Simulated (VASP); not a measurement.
Write the native input for VASP 6.6.1 that does the following.

| Property | Result |
| --- | --- |
| Task | single point |
| Functional | LDA |
| Potentials or basis | VASP PAW LDA potentials, release 64 (Cs_sv, Cr_sv, F) |
| Cutoff | 600 eV |
| k mesh | 4 × 4 × 4 |
| Occupations | gaussian, width 0.05 eV |
| Spin | collinear spin, ferromagnetic start |
| Starting moments | [0.0, 0.0, 1.6, 0.02, 0.02, 0.02, 0.02, 0.02, 0.02] μB |
| Dipole correction | no |
| Further INCAR settings | ALGO = Normal; EDIFF = 1e-06; NBANDS = 51 |

The structure of Cs2CrF6 lies in POSCAR:

```
Cs2CrF6
1.0
    0.0000000000      4.5110002500      4.5110002500
    4.5110002500      0.0000000000      4.5110002500
    4.5110002500      4.5110002500      0.0000000000
Cs Cr F
2 1 6
Direct
    0.2500000000      0.2500000000      0.2500000000
    0.7500000000      0.7500000000      0.7500000000
    0.0000000000      0.0000000000      0.0000000000
    0.8080000000      0.1920000000      0.1920000000
    0.1920000000      0.8080000000      0.1920000000
    0.1920000000      0.8080000000      0.8080000000
    0.8080000000      0.1920000000      0.8080000000
    0.1920000000      0.1920000000      0.8080000000
    0.8080000000      0.8080000000      0.1920000000
```

These files were run (other wordings do the same):

INCAR

```
SYSTEM = Cs2CrF6
PREC = Accurate ; ENCUT = 600
EDIFF = 1E-6 ; ISMEAR = 0
SIGMA = 0.05 ; LREAL = .False.
LASPH = .True. ; NELM = 200
ALGO = Normal ; ISIF = 2
LWAVE = .False. ; LCHARG = .True.
ISPIN = 2 ; MAGMOM = 0 0 1.6 0.02 0.02 0.02 0.02 0.02 0.02
LORBIT = 11 ; LMAXMIX = 4
LELF = .True. ; LVHAR = .True.
NBANDS = 51 ; GGA_COMPAT = .False.
```

KPOINTS

```
regular mesh
0
Gamma
  4 4 4
  0 0 0
```

Potentials or basis: VASP PAW LDA potentials, release 64 (Cs_sv, Cr_sv, F).

Command:

```bash
$ cat potpaw_LDA.64/Cs_sv/POTCAR potpaw_LDA.64/Cr_sv/POTCAR potpaw_LDA.64/F/POTCAR > POTCAR
$ mpirun -np 1 vasp_std > vasp.out
```

It gave:

```json
{
 "Pressure": "5.0 GPa",
 "Largest force": "2.642 eV/Å",
 "Band gap on the k mesh": "zero (filled and empty bands overlap)",
 "Net moment": "2.00 μB per cell",
 "Site moments": "Cs +0.00; Cr +1.70; F +0.02 μB",
 "Valence electrons inside the program's atomic spheres": "Cs 6.54; Cr 11.76; F 6.09"
}
```

Caveat: the cell stands under pressure; spin-orbit coupling is left out, which moves the levels of the heavy elements; a cell with one magnetic atom can't hold antiferromagnetic order, which such compounds often take; semilocal functionals often make such compounds metallic where correlation or magnetic order opens a gap, which also shifts bond lengths; forces of over 1 eV/Å act on the atoms, so gaps and moduli don't describe the material at rest.

Wall time 4.6 min on 1 thread of Intel(R) Xeon(R) Platinum 8375C CPU @ 2.90GHz (Ice Lake), with other jobs on the host, peak memory 0.41 GiB.
